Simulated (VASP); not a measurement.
# Sn (Immm) in VASP: notebook

Sn is run at these levels: PBE, r2SCAN; tasks: single point, relaxation of cell and atoms.

Program: VASP 6.6.1. These are calculated values, not measurements. Logs are shortened: lines on timing, memory, paths and dates and some standing lists are left out, and cuts for length are marked.

### Step 1. The cell of the first run

The structure is orthorhombic, space group Immm (No. 71). Conventional cell: a = 3.383 Å, b = 3.479 Å, c = 4.581 Å, α = 90.00°, β = 90.00°, γ = 90.00°. Within 4.4 Å of Sn (site symmetry mmm) lie 12 Sn at 3.34 to 3.48 Å.

### Step 2. Single point, PBE, collinear spin (26.95 Å³/atom)

Input file INCAR:

```
ALGO = Fast
EDIFF = 1E-6
ENCUT = 520
GGA = PE
ISIF = 2
ISMEAR = 1
ISPIN = 2
LASPH = T
LCHARG = F
LORBIT = 11
LREAL = F
LWAVE = F
MAGMOM = 0.36
NBANDS = 17
NELM = 150
PREC = Accurate
SIGMA = 0.1
```

Input file KPOINTS:

```
k-points
0
Gamma
  11 11 11
```

Input file POSCAR:

```
Sn
1.0
   -1.6912936206      1.7393011766      2.2906073406
    1.6912936206     -1.7393011766      2.2906073406
    1.6912936206      1.7393011766     -2.2906073406
Sn
1
Direct
    0.0000000000      0.0000000000      0.0000000000
```

Potentials or basis: VASP PAW PBE potentials, release 64 (Sn_d).

Run with:

```
> cat potpaw_PBE.64/Sn_d/POTCAR > POTCAR
> mpirun -np 1 vasp_std > vasp.out
```

OUTCAR:

```text
EDIFF = 1E-6
   ENCUT = 520
   GGA = PE
   ISIF = 2
   ISMEAR = 1
   ISPIN = 2
   LASPH = T
   LORBIT = 11
   LREAL = F
   NELM = 150
   PREC = Accurate

 ion  position               nearest neighbor table
   1  0.000  0.000  0.000-

  LATTYP: Found a body centered orthorhombic cell.
 ALAT       =     3.3825872412
 B/A-ratio  =     1.0283851103
 C/A-ratio  =     1.3543522619

  Lattice vectors:

 A1 = (  -1.6912936206,   1.7393011766,   2.2906073406)
 A2 = (   1.6912936206,  -1.7393011766,   2.2906073406)
 A3 = (   1.6912936206,   1.7393011766,  -2.2906073406)

Analysis of symmetry for initial positions (statically):
=====================================================================
 Subroutine PRICEL returns:
 Original cell was already a primitive cell.

 Routine SETGRP: Setting up the symmetry group for a
 body centered orthorhombic supercell.

 Subroutine GETGRP returns: Found  8 space group operations
 (whereof  8 operations were pure point group operations)
 out of a pool of  8 trial point group operations.

The static configuration has the point symmetry D_2h.

Analysis of symmetry for dynamics (positions and initial velocities):
=====================================================================
 Subroutine PRICEL returns:
 Original cell was already a primitive cell.

 Routine SETGRP: Setting up the symmetry group for a
 body centered orthorhombic supercell.

 Subroutine GETGRP returns: Found  8 space group operations
 (whereof  8 operations were pure point group operations)
 out of a pool of  8 trial point group operations.

The dynamic configuration has the point symmetry D_2h.

Analysis of structural, dynamic, and magnetic symmetry:
=====================================================================
 Subroutine PRICEL returns:
 Original cell was already a primitive cell.

 Routine SETGRP: Setting up the symmetry group for a
 body centered orthorhombic supercell.

 Subroutine GETGRP returns: Found  8 space group operations
 (whereof  8 operations were pure point group operations)
 out of a pool of  8 trial point group operations.

The overall configuration has the point symmetry D_2h.

 Subroutine INISYM returns: Found  8 space group operations
 (whereof  8 operations are pure point group operations),
 and found     1 'primitive' translations

----------------------------------------------------------------------------------------

                                     Primitive cell

  volume of cell :      26.9528

  direct lattice vectors                    reciprocal lattice vectors
    -1.691293621  1.739301177  2.290607341     0.000000000  0.287471777  0.218282720
     1.691293621 -1.739301177  2.290607341     0.295631695  0.000000000  0.218282720
     1.691293621  1.739301177 -2.290607341     0.295631695  0.287471777  0.000000000

  length of vectors
     3.336543823  3.336543823  3.336543823     0.360953416  0.367485299  0.412356789

  position of ions in fractional coordinates (direct lattice)
     0.000000000  0.000000000  0.000000000

  ion indices of the primitive-cell ions
   primitive index   ion index
                 1           1

----------------------------------------------------------------------------------------

 KPOINTS: k-points

Automatic generation of k-mesh.
 Grid dimensions read from file:
 generate k-points for:   11   11   11

 Generating k-lattice:

  Cartesian coordinates                     Fractional coordinates (reciprocal lattice)
     0.000000000  0.026133798  0.019843884     0.090909091  0.000000000 -0.000000000
     0.026875609  0.000000000  0.019843884     0.000000000  0.090909091 -0.000000000
     0.026875609  0.026133798  0.000000000    -0.000000000  0.000000000  0.090909091

  Length of vectors
     0.032813947  0.033407754  0.037486981

  Shift w.r.t. Gamma in fractional coordinates (k-lattice)
     0.000000000  0.000000000  0.000000000

 Subroutine IBZKPT returns following result:
 ===========================================

 Found    216 irreducible k-points:

 Following reciprocal coordinates:
            Coordinates               Weight
  0.000000  0.000000  0.000000      1.000000
  0.090909  0.000000 -0.000000      4.000000
  0.181818  0.000000 -0.000000      4.000000
  0.272727  0.000000  0.000000      4.000000
  0.363636 -0.000000  0.000000      4.000000
  0.454545 -0.000000  0.000000      4.000000
[... 16 lines left out ...]
  0.454545  0.181818 -0.000000      8.000000
 -0.454545  0.181818 -0.000000      8.000000
 [... further k-points ...]
   k-points           NKPTS =    216   k-points in BZ     NKDIM =    216   number of bands    NBANDS=     17
   number of dos      NEDOS =    301   number of ions     NIONS =      1
   total plane-waves  NPLWV =  21952
   dimension x,y,z NGX =    28 NGY =   28 NGZ =   28
   dimension x,y,z NGXF=    56 NGYF=   56 NGZF=   56
   ions per type =               1
   NGX,Y,Z   is equivalent  to a cutoff of  13.95, 13.95, 13.95 a.u.
   NGXF,Y,Z  is equivalent  to a cutoff of  27.90, 27.90, 27.90 a.u.
 SYSTEM =  unknown system
   PREC   = accura    normal or accurate (medium, high low for compatibility)
   ISTART =      0    job   : 0-new  1-cont  2-samecut
   ICHARG =      2    charge: 1-file 2-atom 10-const
   ISPIN  =      2    spin polarized calculation?
   LNONCOLLINEAR =      F non collinear calculations
   LSORBIT =      F    spin-orbit coupling
   LASPH  =      T    aspherical Exc in radial PAW
   ENCUT  =  520.0 eV  38.22 Ry    6.18 a.u.   6.20  6.20  6.20*2*pi/ulx,y,z
   NELM   =    150;   NELMIN=  2; NELMDL= -5     # of ELM steps
   EDIFF  = 0.1E-05   stopping-criterion for ELM
   LREAL  =      F    real-space projection
   EDIFFG = 0.1E-04   stopping-criterion for IOM
   NSW    =      0    number of steps for IOM
   IBRION =     -1    ionic relax: 0-MD 1-quasi-New 2-CG
   NFREE  =      0    steps in history (QN), initial steepest desc. (CG)
   ISIF   =      2    stress and relaxation
   ISYM   =      2    0-nonsym 1-usesym 2-fastsym
   POTIM  = 0.5000    time-step for ionic-motion
   TEBEG  =    0.0;   TEEND  =   0.0 temperature during run
   PSTRESS=    0.0 pullay stress
   NELECT =      14.0000    total number of electrons
   NUPDOWN=      -1.0000    fix difference up-down
   EMIN   =  10.00;   EMAX   =-10.00  energy-range for DOS
   EFERMI =   0.00;   METHOD = LEGACY
   ISMEAR =     1;   SIGMA  =   0.10  broadening in eV -4-tet -1-fermi 0-gaus
   EFERMI_NEDOS =   21; number of points for ismear=-14 and -15
   IALGO  =     68    algorithm
   IMIX   =      4    mixing-type and parameters
     AMIX     =   0.40;   BMIX     =  1.00
     AMIX_MAG =   1.60;   BMIX_MAG =  1.00
  volume/ion in A,a.u.               =      26.95       181.89
  Fermi-wavevector in a.u.,A,eV,Ry     =   1.315980  2.486842 23.562623  1.731804
  Thomas-Fermi vector in A             =   2.446125
   LORBIT       =     11    0 simple, 1 ext, 2 COOP (PROOUT), +10 PAW based schemes
   GGA     = PE    functional components
   LHFCALC =     F    Hartree Fock is set to
   AEXX    =    0.0000 exact exchange contribution
   IVDW    =     0    specifies the selected vdW correction
   LEPSILON=     F    determine dielectric tensor
   LRPA    =     F    only Hartree local field effects (RPA)
 spin polarized calculation
 RMM-DIIS sequential band-by-band and
 Methfessel and Paxton  Order N= 1 SIGMA  =   0.10
  energy-cutoff  :      520.00
  volume of cell :       26.95
 maximum number of plane-waves:       744
 NGX is ok and might be reduce to    28
   NGX = 13   NGY = 13   NGZ = 13

 number of electron      14.0000002 magnetization       0.0000254

 number of electron      14.0000002 magnetization      -0.0000395

 Free energy of the ion-electron system (eV)
  ---------------------------------------------------
  ext. energy  EPLUGINS =         0.00000000
  ---------------------------------------------------
  free energy    TOTEN  =        -3.78121392 eV

  energy without entropy =       -3.78148844  energy(sigma->0) =       -3.78130542

 E-fermi :   8.2358     XC(G=0): -10.4014

 val. band max:        8.2079013279   @ k =   0.4545   0.2727   0.0909
 cond. band min:       8.2891655848   @ k =   0.3636  -0.3636   0.1818
 fundamental gap:      0.0812642569
 Fermi energy:         8.2357628921

 spin component 1

 k-point     1 :       0.0000    0.0000    0.0000
  band No.  band energies     occupation
      1     -13.3412      1.00000
      2     -13.3229      1.00000
      3     -13.2985      1.00000
      4     -13.2624      1.00000
      5     -13.2214      1.00000
      6      -2.9551      1.00000
[... 9 lines left out ...]
     16      23.4676      0.00000
     17      25.4304      0.00000

 k-point     2 :       0.0909    0.0000   -0.0000
  band No.  band energies     occupation
      1     -13.3367      1.00000
      2     -13.3162      1.00000
      3     -13.2971      1.00000
      4     -13.2604      1.00000
      5     -13.2224      1.00000
      6      -2.7867      1.00000
[... 9 lines left out ...]
     16      23.4439      0.00000
     17      24.9911      0.00000

 k-point     3 :       0.1818    0.0000   -0.0000
  band No.  band energies     occupation
      1     -13.3280      1.00000
      2     -13.3077      1.00000
      3     -13.2937      1.00000
      4     -13.2457      1.00000
      5     -13.2218      1.00000
      6      -2.2810      1.00000
[... 9 lines left out ...]
     16      23.8825      0.00000
     17      26.7357      0.00000

 k-point     4 :       0.2727    0.0000    0.0000
  band No.  band energies     occupation
      1     -13.3228      1.00000
      2     -13.3105      1.00000
      3     -13.2935      1.00000
      4     -13.2122      1.00000
      5     -13.2113      1.00000
      6      -1.4407      1.00000
[... 9 lines left out ...]
     16      25.4531      0.00000
     17      30.6275      0.00000
[... 343 lines left out ...]
      1     -13.3266      1.00000
      2     -13.2917      1.00000
      3     -13.2671      1.00000
      4     -13.1996      1.00000
      5     -13.1813      1.00000
      6       1.2429      1.00000
[... 9 lines left out ...]
     16      27.4036      0.00000
     17      31.9559      0.00000

 k-point    23 :       0.4545    0.1818   -0.0000
  band No.  band energies     occupation
      1     -13.3352      1.00000
      2     -13.2884      1.00000
      3     -13.2654      1.00000
      4     -13.2031      1.00000
      5     -13.1681      1.00000
      6       1.7843      1.00000
[... 9 lines left out ...]
     16      28.7362      0.00000
     17      31.6694      0.00000

 k-point    24 :      -0.4545    0.1818   -0.0000
  band No.  band energies     occupation
      1     -13.3423      1.00000
      2     -13.2942      1.00000
      3     -13.2599      1.00000
      4     -13.2132      1.00000
      5     -13.1658      1.00000
      6       0.6515      1.00000
[... 9 lines left out ...]
     16      30.0312      0.00000
     17      30.4204      0.00000

 [... further k-points ...]

 spin component 2

 k-point     1 :       0.0000    0.0000    0.0000
  band No.  band energies     occupation
      1     -13.3412      1.00000
      2     -13.3229      1.00000
      3     -13.2985      1.00000
      4     -13.2624      1.00000
      5     -13.2214      1.00000
      6      -2.9551      1.00000
[... 9 lines left out ...]
     16      23.4676      0.00000
     17      25.4345      0.00000

 k-point     2 :       0.0909    0.0000   -0.0000
  band No.  band energies     occupation
      1     -13.3367      1.00000
      2     -13.3162      1.00000
      3     -13.2971      1.00000
      4     -13.2604      1.00000
      5     -13.2224      1.00000
      6      -2.7867      1.00000
[... 9 lines left out ...]
     16      23.4439      0.00000
     17      24.9912      0.00000

 k-point     3 :       0.1818    0.0000   -0.0000
  band No.  band energies     occupation
      1     -13.3280      1.00000
      2     -13.3077      1.00000
      3     -13.2937      1.00000
      4     -13.2457      1.00000
      5     -13.2217      1.00000
      6      -2.2810      1.00000
[... 9 lines left out ...]
     16      23.8825      0.00000
     17      26.7358      0.00000

 k-point     4 :       0.2727    0.0000    0.0000
  band No.  band energies     occupation
      1     -13.3227      1.00000
      2     -13.3105      1.00000
      3     -13.2934      1.00000
      4     -13.2122      1.00000
      5     -13.2113      1.00000
      6      -1.4407      1.00000
[... 9 lines left out ...]
     16      25.4531      0.00000
     17      30.6152      0.00000
[... 343 lines left out ...]
      1     -13.3266      1.00000
      2     -13.2917      1.00000
      3     -13.2671      1.00000
      4     -13.1996      1.00000
      5     -13.1813      1.00000
      6       1.2428      1.00000
[... 9 lines left out ...]
     16      27.4036      0.00000
     17      31.9551      0.00000

 k-point    23 :       0.4545    0.1818   -0.0000
  band No.  band energies     occupation
      1     -13.3352      1.00000
      2     -13.2884      1.00000
      3     -13.2653      1.00000
      4     -13.2030      1.00000
      5     -13.1681      1.00000
      6       1.7843      1.00000
[... 9 lines left out ...]
     16      28.7362      0.00000
     17      31.6694      0.00000

 k-point    24 :      -0.4545    0.1818   -0.0000
  band No.  band energies     occupation
      1     -13.3423      1.00000
      2     -13.2942      1.00000
      3     -13.2599      1.00000
      4     -13.2132      1.00000
      5     -13.1658      1.00000
      6       0.6514      1.00000
[... 9 lines left out ...]
     16      30.0312      0.00000
     17      30.4204      0.00000

 [... further k-points ...]

------------------------ aborting loop because EDIFF is reached ----------------------------------------

  FORCE on cell =-STRESS in cart. coord.  units (eV):
  Direction    XX          YY          ZZ          XY          YZ          ZX
  --------------------------------------------------------------------------------------
  -------------------------------------------------------------------------------------
  Total        0.4829903      0.1428584      0.4081900     -0.0000000      0.0000000      0.0000000
  in kB       28.7107538      8.4920358     24.2643390     -0.0000000      0.0000000      0.0000000
  external PRESSURE =      20.4890429 kB  Pullay stress =       0.0000000 kB

 VOLUME and BASIS-vectors are now :
 -----------------------------------------------------------------------------
  energy-cutoff  :      520.00
  volume of cell :       26.95
      direct lattice vectors                 reciprocal lattice vectors
    -1.691293621  1.739301177  2.290607341     0.000000000  0.287471777  0.218282720
     1.691293621 -1.739301177  2.290607341     0.295631695  0.000000000  0.218282720
     1.691293621  1.739301177 -2.290607341     0.295631695  0.287471777  0.000000000

 POSITION                                       TOTAL-FORCE (eV/Angst)
 -----------------------------------------------------------------------------------
      0.00000      0.00000      0.00000        -0.000000      0.000000      0.000000
 -----------------------------------------------------------------------------------
    total drift:                               -0.000000     -0.000000     -0.000000

  FREE ENERGIE OF THE ION-ELECTRON SYSTEM (eV)
  ---------------------------------------------------
  free  energy   TOTEN  =        -3.7812139175 eV

  energy  without entropy=       -3.7814884397  energy(sigma->0) =       -3.78130542

 total charge

# of ion       s       p       d       tot
------------------------------------------
    1        1.304   0.881   9.975  12.160

 magnetization (x)

# of ion       s       p       d       tot
------------------------------------------
    1       -0.000  -0.000   0.000  -0.000
```

It took 4.3 min on 1 thread of Intel Xeon 8259CL, shared host; peak memory 0.28 GiB.

What came out:

* Free energy: -3.7812 eV
* Pressure: 2.0 GPa
* Band gap on the k mesh: zero (filled and empty bands overlap)
* Net moment: 0.00 μB per cell
* Valence electrons inside the program's atomic spheres: Sn 12.16

Levels at points of the mesh, in eV from the Fermi level:
Spin up:
| k point | band 4 | band 5 | band 6 | band 7 | band 8 | band 9 | band 10 | band 11 |
| --- | --- | --- | --- | --- | --- | --- | --- | --- |
| (0.00, 0.00, 0.00) | -21.50 | -21.46 | -11.19 | 7.53 | 7.68 | 8.14 | 10.71 | 11.50 |
Spin down:
```
           k point  band 3  band 4  band 5  band 6  band 7  band 8  band 9  band 10  band 11  band 12
(0.00, 0.00, 0.00)  -21.53  -21.50  -21.46  -11.19    7.53    7.68    8.14    10.71    11.50    12.03
```

Caveat: spin-orbit coupling is left out, which moves the levels of the heavy elements.

### Step 3. Single point, PBE, collinear spin (27.53 Å³/atom)

This run uses another cell than the first one, of 27.53 Å³/atom.

Input file INCAR:

```
PREC = Accurate
ENCUT = 520
EDIFF = 1E-7
ISMEAR = 1
SIGMA = 0.1
LREAL = F
LASPH = T
NELM = 150
ALGO = Fast
ISIF = 2
LWAVE = F
LCHARG = F
ISPIN = 2
MAGMOM = 0.36
LORBIT = 11
GGA = PE
NBANDS = 17
```

Input file KPOINTS:

```
Automatic mesh
0
Gamma
  11 11 11
```

Input file POSCAR:

```
Sn
1.0
   -1.7032045314      1.7515501800      2.3067389097
    1.7032045314     -1.7515501800      2.3067389097
    1.7032045314      1.7515501800     -2.3067389097
Sn
1
Direct
    0.0000000000      0.0000000000      0.0000000000
```

Potentials or basis: VASP PAW PBE potentials, release 64 (Sn_d).

Run with:

```
> cat potpaw_PBE.64/Sn_d/POTCAR > POTCAR
> mpirun -np 1 vasp_std > vasp.out
```

It took 5.6 min on 1 thread of Intel Xeon 8259CL, shared host; peak memory 0.28 GiB.

The run converged. Its results:

| Property | Result |
| --- | --- |
| Free energy | -3.7867 eV |
| Pressure | 0.9 GPa |
| Band gap on the k mesh | zero (filled and empty bands overlap) |
| Net moment | 0.00 μB per cell |
| Valence electrons inside the program's atomic spheres | Sn 12.14 |

Stress tensor (GPa, compression positive):
```
 1.67  0.00  0.00
 0.00 -0.29  0.00
 0.00  0.00  1.29
```

Levels at points of the mesh, in eV from the Fermi level:
Spin up:
```
           k point  band 4  band 5  band 6  band 7  band 8  band 9  band 10  band 11
(0.00, 0.00, 0.00)  -21.50  -21.46  -11.05    7.35    7.50    7.94    10.67    11.37
```
Spin down:
```
           k point  band 4  band 5  band 6  band 7  band 8  band 9  band 10  band 11
(0.00, 0.00, 0.00)  -21.50  -21.46  -11.05    7.35    7.50    7.94    10.67    11.37
```

Caveat: spin-orbit coupling is left out, which moves the levels of the heavy elements.

### Step 4. Single point, PBE, collinear spin (28.10 Å³/atom)

This run uses another cell than the first one, of 28.10 Å³/atom.

Input file INCAR:

```
PREC = Accurate
ENCUT = 520
EDIFF = 1E-7
ISMEAR = 1
SIGMA = 0.1
LREAL = F
LASPH = T
NELM = 150
ALGO = Normal
ISIF = 2
LWAVE = F
LCHARG = T
ISPIN = 2
MAGMOM = 0.36
LORBIT = 11
GGA = PE
LELF = T
LVHAR = T
NBANDS = 17
```

Input file KPOINTS:

```
regular mesh
0
Gamma
  11 11 11
```

Input file POSCAR:

```
Sn
1.0
   -1.7149511408      1.7636302181      2.3226479567
    1.7149511408     -1.7636302181      2.3226479567
    1.7149511408      1.7636302181     -2.3226479567
Sn
1
Direct
    0.0000000000      0.0000000000      0.0000000000
```

Run with:

```
> cat potpaw_PBE.64/Sn_d/POTCAR > POTCAR
> mpirun -np 1 vasp_std > vasp.out
```

Wall time 6 min (1 thread of Intel Xeon 8259CL, shared host); peak memory 0.28 GiB.

Results (log left out):

```
Free energy                                           : -3.7882 eV
Pressure                                              : -0.1 GPa
Band gap on the k mesh                                : zero (filled and empty bands overlap)
Net moment                                            : 0.00 μB per cell
Valence electrons inside the program's atomic spheres : Sn 12.13
```

Stress tensor (GPa, compression positive):
```
 0.61  0.00  0.00
 0.00 -1.32  0.00
 0.00  0.00  0.26
```

Levels at points of the mesh, in eV from the Fermi level:
Spin up:
```csv
k point,band 3,band 4,band 5,band 6,band 7,band 8,band 9,band 10,band 11,band 12
"(0.00, 0.00, 0.00)",-21.54,-21.51,-21.47,-10.91,7.18,7.33,7.75,10.63,11.24,11.75
```
Spin down:
| k point | band 5 | band 6 | band 7 | band 8 | band 9 | band 10 |
| --- | --- | --- | --- | --- | --- | --- |
| (0.00, 0.00, 0.00) | -21.47 | -10.91 | 7.18 | 7.33 | 7.75 | 10.63 |

Caveat: spin-orbit coupling is left out, which moves the levels of the heavy elements.

[end of part 1 of 2]
